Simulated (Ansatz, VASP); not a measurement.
O in VASP and in Ansatz

INCAR

```
  PREC = Accurate
  ENCUT = 520
  EDIFF = 1E-6
  ISMEAR = -1
  SIGMA = 0.02
  LREAL = False
  LASPH = True
  NELM = 150
  ALGO = Normal
  ISIF = 2
  LWAVE = False
  LCHARG = False
  ISPIN = 2
  MAGMOM = 1 1
  LORBIT = 11
  GGA = PS
  IBRION = 2
  NSW = 80
  EDIFFG = -0.02
```

File KPOINTS:

```
regular mesh
0
Gamma
  1 1 1
```

POSCAR

```
O
1.0
    9.0000000000      0.0000000000      0.0000000000
    0.0000000000      9.5000000000      0.0000000000
    0.0000000000      0.0000000000     10.0000000000
O
2
Direct
    0.5000000000      0.5000000000      0.4385000000
    0.5000000000      0.5000000000      0.5615000000
```

Input for Ansatz:

```yaml
crystal:
  lattice:
    - [9.0, 0.0, 0.0]
    - [0.0, 9.5, 0.0]
    - [0.0, 0.0, 10.0]
  atoms:
    - { symbol: O, position: [0.5, 0.5, 0.4385] }
    - { symbol: O, position: [0.5, 0.5, 0.5615] }
basis:
  ecutwfc: 460.0
kpoints:
  mp_grid:
    grid: [1, 1, 1]
hamiltonian:
  xc: pbesol
magnetization:
  spin_polarized: true
  per_species:
    O: 1.0
scf:
  occupations:
    method: fermi_dirac
    width: 0.02
relax:
  f_tol: 0.02
  max_steps: 60
output:
  stress: true
```

Alike in both runs: task relaxation of the atoms; functional PBEsol; k mesh 1 × 1 × 1; occupations fermi-dirac, width 0.02 eV; collinear spin.

|  | VASP | Ansatz |
| --- | --- | --- |
| version | VASP 6.6.1 | Ansatz 0.2.0 |
| potentials or method | VASP PAW PBE potentials, release 64 (O), cutoff 520 eV | plane waves, PAW |
| valence electrons in the cell | 12 | 12 |

Ansatz gave:

* net moment per atom (μB): 1.00
* size of the moment on the site where the two differ most (μB): 0.55

Estimate VASP's values.

net moment per atom (μB): 1.00; size of the moment on the site where the two differ most (μB): 0.81.

VASP's potentials were made for PBE, not for PBEsol. Site moments also hang on the region over which each program counts them. Ansatz's warnings: end state compared, stress scf threshold loose.

Noted on VASP's run: the standard files for N, O and F lose accuracy on very short bonds.
